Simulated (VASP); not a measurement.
# Ge (Fd-3m) in VASP: a series of runs

Runs on Ge. Level: r2SCAN. Tasks: single point.

Everything below comes from runs of VASP 6.6.1. Logs are shortened: lines on timing, memory, paths and dates and some standing lists are left out, and cuts for length are marked.

## (1) The cell of the first run

Symmetry: Fd-3m, No. 227, cubic system. Conventional cell: a = 5.658 Å, b = 5.658 Å, c = 5.658 Å, α = 90.00°, β = 90.00°, γ = 90.00°. Within 3.2 Å of Ge (site symmetry -43m) lie 4 Ge at 2.45 Å.

## (2) Single point, r2SCAN

Input file POSCAR:

```
Ge
1.0
    0.0000000000      2.8290000000      2.8290000000
    2.8290000000      0.0000000000      2.8290000000
    2.8290000000      2.8290000000      0.0000000000
Ge
2
Direct
    0.0000000000      0.0000000000      0.0000000000
    0.2500000000      0.2500000000      0.2500000000
```

Input file INCAR.step1:

```
ALGO = Normal
EDIFF = 1E-4
ENCUT = 520
GGA = PE
ISMEAR = 0
LASPH = T
LCHARG = F
LREAL = F
LWAVE = T
NBANDS = 21
NELM = 100
PREC = Accurate
SIGMA = 0.1
```

Input file INCAR.step2:

```
ALGO = Normal
EDIFF = 1E-7
ENCUT = 520
ISIF = 2
ISMEAR = 0
ISTART = 1
LASPH = T
LCHARG = F
LMIXTAU = T
LREAL = F
LWAVE = F
METAGGA = R2SCAN
NBANDS = 21
NELM = 100
PREC = Accurate
SIGMA = 0.1
```

Input file KPOINTS:

```
k-points
0
Gamma
  6 6 6
```

Potentials or basis: VASP PAW PBE potentials, release 64 (Ge_d).

On the command line:

```bash
$ cat potpaw_PBE.64/Ge_d/POTCAR > POTCAR
$ cp INCAR.step1 INCAR
$ mpirun -np 1 vasp_std > vasp.out
$ cp INCAR.step2 INCAR
$ mpirun -np 1 vasp_std > vasp.out
```

OUTCAR:

```text
EDIFF = 1E-7
   ENCUT = 520
   ISIF = 2
   ISMEAR = 0
   ISTART = 1
   LASPH = T
   LREAL = F
   METAGGA = R2SCAN
   NELM = 100
   PREC = Accurate

 ion  position               nearest neighbor table
   1  0.000  0.000  0.000-   2 2.45   2 2.45   2 2.45   2 2.45
   2  0.250  0.250  0.250-   1 2.45   1 2.45   1 2.45   1 2.45

  LATTYP: Found a face centered cubic cell.
 ALAT       =     5.6580000000

  Lattice vectors:

 A1 = (   0.0000000000,   2.8290000000,   2.8290000000)
 A2 = (   2.8290000000,   0.0000000000,   2.8290000000)
 A3 = (   2.8290000000,   2.8290000000,   0.0000000000)

Analysis of symmetry for initial positions (statically):
=====================================================================
 Subroutine PRICEL returns:
 Original cell was already a primitive cell.

 Routine SETGRP: Setting up the symmetry group for a
 face centered cubic supercell.

 Subroutine GETGRP returns: Found 48 space group operations
 (whereof 24 operations were pure point group operations)
 out of a pool of 48 trial point group operations.

The static configuration has the point symmetry T_d .
 The point group associated with its full space group is O_h .

Analysis of symmetry for dynamics (positions and initial velocities):
=====================================================================
 Subroutine PRICEL returns:
 Original cell was already a primitive cell.

 Routine SETGRP: Setting up the symmetry group for a
 face centered cubic supercell.

 Subroutine GETGRP returns: Found 48 space group operations
 (whereof 24 operations were pure point group operations)
 out of a pool of 48 trial point group operations.

The dynamic configuration has the point symmetry T_d .
 The point group associated with its full space group is O_h .

 Subroutine INISYM returns: Found 48 space group operations
 (whereof 24 operations are pure point group operations),
 and found     1 'primitive' translations

----------------------------------------------------------------------------------------

                                     Primitive cell

  volume of cell :      45.2823

  direct lattice vectors                    reciprocal lattice vectors
     0.000000000  2.829000000  2.829000000    -0.176740898  0.176740898  0.176740898
     2.829000000  0.000000000  2.829000000     0.176740898 -0.176740898  0.176740898
     2.829000000  2.829000000  0.000000000     0.176740898  0.176740898 -0.176740898

  length of vectors
     4.000810168  4.000810168  4.000810168     0.306124215  0.306124215  0.306124215

  position of ions in fractional coordinates (direct lattice)
     0.000000000  0.000000000  0.000000000
     0.250000000  0.250000000  0.250000000

  ion indices of the primitive-cell ions
   primitive index   ion index
                 1           1
                 2           2

----------------------------------------------------------------------------------------

 KPOINTS: k-points

Automatic generation of k-mesh.
 Grid dimensions read from file:
 generate k-points for:    6    6    6

 Generating k-lattice:

  Cartesian coordinates                     Fractional coordinates (reciprocal lattice)
    -0.029456816  0.029456816  0.029456816     0.166666667  0.000000000  0.000000000
     0.029456816 -0.029456816  0.029456816     0.000000000  0.166666667  0.000000000
     0.029456816  0.029456816 -0.029456816     0.000000000  0.000000000  0.166666667

  Length of vectors
     0.051020702  0.051020702  0.051020702

  Shift w.r.t. Gamma in fractional coordinates (k-lattice)
     0.000000000  0.000000000  0.000000000

 Subroutine IBZKPT returns following result:
 ===========================================

 Found     16 irreducible k-points:

 Following reciprocal coordinates:
            Coordinates               Weight
  0.000000  0.000000  0.000000      1.000000
  0.166667  0.000000  0.000000      8.000000
  0.333333  0.000000  0.000000      8.000000
  0.500000  0.000000  0.000000      4.000000
  0.166667  0.166667  0.000000      6.000000
  0.333333  0.166667  0.000000     24.000000
[... 8 lines left out ...]
 -0.333333  0.333333  0.166667     24.000000
 -0.333333  0.500000  0.166667     12.000000
   k-points           NKPTS =     16   k-points in BZ     NKDIM =     16   number of bands    NBANDS=     21
   number of dos      NEDOS =    301   number of ions     NIONS =      2
   total plane-waves  NPLWV =  27000
   dimension x,y,z NGX =    30 NGY =   30 NGZ =   30
   dimension x,y,z NGXF=    60 NGYF=   60 NGZF=   60
   ions per type =               2
   NGX,Y,Z   is equivalent  to a cutoff of  12.47, 12.47, 12.47 a.u.
   NGXF,Y,Z  is equivalent  to a cutoff of  24.93, 24.93, 24.93 a.u.
 SYSTEM =  unknown system
   PREC   = accura    normal or accurate (medium, high low for compatibility)
   ISTART =      1    job   : 0-new  1-cont  2-samecut
   ICHARG =      0    charge: 1-file 2-atom 10-const
   ISPIN  =      1    spin polarized calculation?
   LNONCOLLINEAR =      F non collinear calculations
   LSORBIT =      F    spin-orbit coupling
   LASPH  =      T    aspherical Exc in radial PAW
   ENCUT  =  520.0 eV  38.22 Ry    6.18 a.u.   7.44  7.44  7.44*2*pi/ulx,y,z
   NELM   =    100;   NELMIN=  2; NELMDL=  0     # of ELM steps
   EDIFF  = 0.1E-06   stopping-criterion for ELM
   LREAL  =      F    real-space projection
   EDIFFG = 0.1E-05   stopping-criterion for IOM
   NSW    =      0    number of steps for IOM
   IBRION =     -1    ionic relax: 0-MD 1-quasi-New 2-CG
   NFREE  =      0    steps in history (QN), initial steepest desc. (CG)
   ISIF   =      2    stress and relaxation
   ISYM   =      2    0-nonsym 1-usesym 2-fastsym
   POTIM  = 0.5000    time-step for ionic-motion
   TEBEG  =    0.0;   TEEND  =   0.0 temperature during run
   PSTRESS=    0.0 pullay stress
   NELECT =      28.0000    total number of electrons
   NUPDOWN=      -1.0000    fix difference up-down
   EMIN   =  10.00;   EMAX   =-10.00  energy-range for DOS
   EFERMI =   0.00;   METHOD = LEGACY
   ISMEAR =     0;   SIGMA  =   0.10  broadening in eV -4-tet -1-fermi 0-gaus
   EFERMI_NEDOS =   21; number of points for ismear=-14 and -15
   IALGO  =     38    algorithm
   IMIX   =      4    mixing-type and parameters
     AMIX     =   0.40;   BMIX     =  1.00
     AMIX_MAG =   1.60;   BMIX_MAG =  1.00
  volume/ion in A,a.u.               =      22.64       152.79
  Fermi-wavevector in a.u.,A,eV,Ry     =   1.394712  2.635624 26.466349  1.945222
  Thomas-Fermi vector in A             =   2.518235
   LORBIT       =      0    0 simple, 1 ext, 2 COOP (PROOUT), +10 PAW based schemes
   METAGGA = R2SCAN    functional components
   LHFCALC =     F    Hartree Fock is set to
   AEXX    =    0.0000 exact exchange contribution
   IVDW    =     0    specifies the selected vdW correction
   LEPSILON=     F    determine dielectric tensor
   LRPA    =     F    only Hartree local field effects (RPA)
 non-spin polarized calculation
 Gauss-broadening in eV      SIGMA  =   0.10
  energy-cutoff  :      520.00
  volume of cell :       45.28
 maximum number of plane-waves:      1243
 NGX is ok and might be reduce to    30
   NGX = 15   NGY = 15   NGZ = 15

 number of electron      28.0000022 magnetization

 Free energy of the ion-electron system (eV)
  ---------------------------------------------------
  ext. energy  EPLUGINS =         0.00000000
  ---------------------------------------------------
  free energy    TOTEN  =       -27.70439351 eV

  energy without entropy =      -27.70437332  energy(sigma->0) =      -27.70438341

 E-fermi :   5.0163     XC(G=0): -10.8141

 val. band max:        4.8076447558   @ k =   0.0000   0.0000   0.0000
 cond. band min:       5.2121018965   @ k =   0.0000   0.0000   0.0000
 fundamental gap:      0.4044571407
 Fermi energy:         5.0163313276

 k-point     1 :       0.0000    0.0000    0.0000
  band No.  band energies     occupation
      1     -20.6866      2.00000
      2     -20.6866      2.00000
      3     -20.6866      2.00000
      4     -20.6473      2.00000
      5     -20.6473      2.00000
      6     -20.4298      2.00000
[... 13 lines left out ...]
     20      14.7381      0.00000
     21      14.7381      0.00000

 k-point     2 :       0.1667    0.0000    0.0000
  band No.  band energies     occupation
      1     -20.6989      2.00000
      2     -20.6989      2.00000
      3     -20.6822      2.00000
      4     -20.6290      2.00000
      5     -20.6290      2.00000
      6     -20.4448      2.00000
[... 13 lines left out ...]
     20      13.6261      0.00000
     21      13.6261      0.00000

 k-point     3 :       0.3333    0.0000    0.0000
  band No.  band energies     occupation
      1     -20.7095      2.00000
      2     -20.7095      2.00000
      3     -20.6732      2.00000
      4     -20.6089      2.00000
      5     -20.6089      2.00000
      6     -20.4581      2.00000
[... 13 lines left out ...]
     20      14.2883      0.00000
     21      14.2883      0.00000

 k-point     4 :       0.5000    0.0000    0.0000
  band No.  band energies     occupation
      1     -20.7119      2.00000
      2     -20.7119      2.00000
      3     -20.6685      2.00000
      4     -20.6033      2.00000
      5     -20.6033      2.00000
      6     -20.4606      2.00000
[... 13 lines left out ...]
     20      16.6850      0.00000
     21      16.7011      0.00000

 k-point     5 :       0.1667    0.1667    0.0000
  band No.  band energies     occupation
      1     -20.6965      2.00000
      2     -20.6964      2.00000
      3     -20.6960      2.00000
      4     -20.6306      2.00000
      5     -20.6081      2.00000
      6     -20.4813      2.00000
[... 13 lines left out ...]
     20      13.8499      0.00000
     21      15.2349      0.00000

 k-point     6 :       0.3333    0.1667    0.0000
  band No.  band energies     occupation
      1     -20.7176      2.00000
      2     -20.7072      2.00000
      3     -20.6756      2.00000
      4     -20.6090      2.00000
      5     -20.5813      2.00000
      6     -20.5077      2.00000
[... 13 lines left out ...]
     20      15.1648      0.00000
     21      15.6311      0.00000

 k-point     7 :       0.5000    0.1667    0.0000
  band No.  band energies     occupation
      1     -20.7293      2.00000
      2     -20.7155      2.00000
      3     -20.6511      2.00000
      4     -20.5890      2.00000
      5     -20.5807      2.00000
      6     -20.5018      2.00000
[... 13 lines left out ...]
     20      16.5361      0.00000
     21      16.6873      0.00000

 k-point     8 :      -0.3333    0.1667    0.0000
  band No.  band energies     occupation
      1     -20.7257      2.00000
      2     -20.7191      2.00000
      3     -20.6471      2.00000
      4     -20.6017      2.00000
      5     -20.5808      2.00000
      6     -20.4863      2.00000
[... 13 lines left out ...]
     20      14.5192      0.00000
     21      16.5033      0.00000

 k-point     9 :      -0.1667    0.1667    0.0000
  band No.  band energies     occupation
      1     -20.7134      2.00000
      2     -20.7085      2.00000
      3     -20.6697      2.00000
      4     -20.6194      2.00000
      5     -20.6004      2.00000
      6     -20.4736      2.00000
[... 13 lines left out ...]
     20      14.7636      0.00000
     21      14.8271      0.00000

 k-point    10 :       0.3333    0.3333    0.0000
  band No.  band energies     occupation
      1     -20.7138      2.00000
      2     -20.7138      2.00000
      3     -20.6818      2.00000
      4     -20.5856      2.00000
      5     -20.5594      2.00000
      6     -20.5384      2.00000
[... 13 lines left out ...]
     20      16.7305      0.00000
     21      17.3721      0.00000

 k-point    11 :       0.5000    0.3333    0.0000
  band No.  band energies     occupation
      1     -20.7318      2.00000
      2     -20.7202      2.00000
      3     -20.6465      2.00000
      4     -20.5788      2.00000
      5     -20.5580      2.00000
      6     -20.5175      2.00000
[... 13 lines left out ...]
     20      17.1135      0.00000
     21      17.5320      0.00000

 k-point    12 :      -0.3333    0.3333    0.0000
  band No.  band energies     occupation
      1     -20.7405      2.00000
      2     -20.7231      2.00000
      3     -20.6302      2.00000
      4     -20.5550      2.00000
      5     -20.5473      2.00000
      6     -20.5359      2.00000
[... 13 lines left out ...]
     20      14.2445      0.00000
     21      19.1211      0.00000

 k-point    13 :       0.5000    0.5000    0.0000
  band No.  band energies     occupation
      1     -20.7216      2.00000
      2     -20.7216      2.00000
      3     -20.6330      2.00000
      4     -20.6330      2.00000
      5     -20.5255      2.00000
      6     -20.5255      2.00000
[... 13 lines left out ...]
     20      17.1518      0.00000
     21      18.3197      0.00000

 k-point    14 :       0.5000    0.3333    0.1667
  band No.  band energies     occupation
      1     -20.7274      2.00000
      2     -20.7244      2.00000
      3     -20.6460      2.00000
      4     -20.5873      2.00000
      5     -20.5514      2.00000
      6     -20.5362      2.00000
[... 13 lines left out ...]
     20      15.3375      0.00000
     21      17.9281      0.00000

 k-point    15 :      -0.3333    0.3333    0.1667
  band No.  band energies     occupation
      1     -20.7380      2.00000
      2     -20.7273      2.00000
      3     -20.6230      2.00000
      4     -20.5686      2.00000
      5     -20.5447      2.00000
      6     -20.5379      2.00000
[... 13 lines left out ...]
     20      17.2896      0.00000
     21      17.4099      0.00000

 k-point    16 :      -0.3333    0.5000    0.1667
  band No.  band energies     occupation
      1     -20.7332      2.00000
      2     -20.7331      2.00000
      3     -20.6016      2.00000
      4     -20.6016      2.00000
      5     -20.5298      2.00000
      6     -20.5298      2.00000
[... 13 lines left out ...]
     20      16.4950      0.00000
     21      18.4845      0.00000

------------------------ aborting loop because EDIFF is reached ----------------------------------------

  FORCE on cell =-STRESS in cart. coord.  units (eV):
  Direction    XX          YY          ZZ          XY          YZ          ZX
  --------------------------------------------------------------------------------------
  -------------------------------------------------------------------------------------
  Total        0.1630573      0.1630573      0.1630573     -0.0000000      0.0000000      0.0000000
  in kB        5.7692836      5.7692836      5.7692836     -0.0000000      0.0000000      0.0000000
  external PRESSURE =       5.7692836 kB  Pullay stress =       0.0000000 kB

 VOLUME and BASIS-vectors are now :
 -----------------------------------------------------------------------------
  energy-cutoff  :      520.00
  volume of cell :       45.28
      direct lattice vectors                 reciprocal lattice vectors
     0.000000000  2.829000000  2.829000000    -0.176740898  0.176740898  0.176740898
     2.829000000  0.000000000  2.829000000     0.176740898 -0.176740898  0.176740898
     2.829000000  2.829000000  0.000000000     0.176740898  0.176740898 -0.176740898

 POSITION                                       TOTAL-FORCE (eV/Angst)
 -----------------------------------------------------------------------------------
      0.00000      0.00000      0.00000        -0.000000     -0.000000      0.000000
      1.41450      1.41450      1.41450         0.000000      0.000000     -0.000000
 -----------------------------------------------------------------------------------
    total drift:                                0.000000     -0.000000      0.000000

  FREE ENERGIE OF THE ION-ELECTRON SYSTEM (eV)
  ---------------------------------------------------
  free  energy   TOTEN  =       -27.7043935088 eV

  energy  without entropy=      -27.7043733199  energy(sigma->0) =      -27.70438341
```

Run time: 35 s. Hardware: 1 thread of Intel Xeon 6975P-C (Granite Rapids), shared host; peak memory 0.17 GiB.

What came out:

```
Free energy            : -27.7044 eV
Pressure               : 0.6 GPa
Band gap on the k mesh : 0.40 eV
```

Levels at points of the mesh, in eV from the valence-band top:
```csv
k point,band 12,band 13,band 14,band 15,band 16,band 17
"(0.00, 0.00, 0.00)",0.00,0.00,0.00,0.40,2.71,2.71
"(0.50, 0.00, 0.00)",-7.87,-1.48,-1.48,0.44,4.00,4.00
"(0.50, 0.50, 0.00)",-9.22,-3.23,-3.23,0.97,0.97,10.10
```

Caveat: semilocal functionals underestimate gaps, and a narrow one can read as zero; the PAW data sets were made with another functional, which shifts forces and pressure a little. A k mesh can miss the band edges.

[end of part 1 of 2]
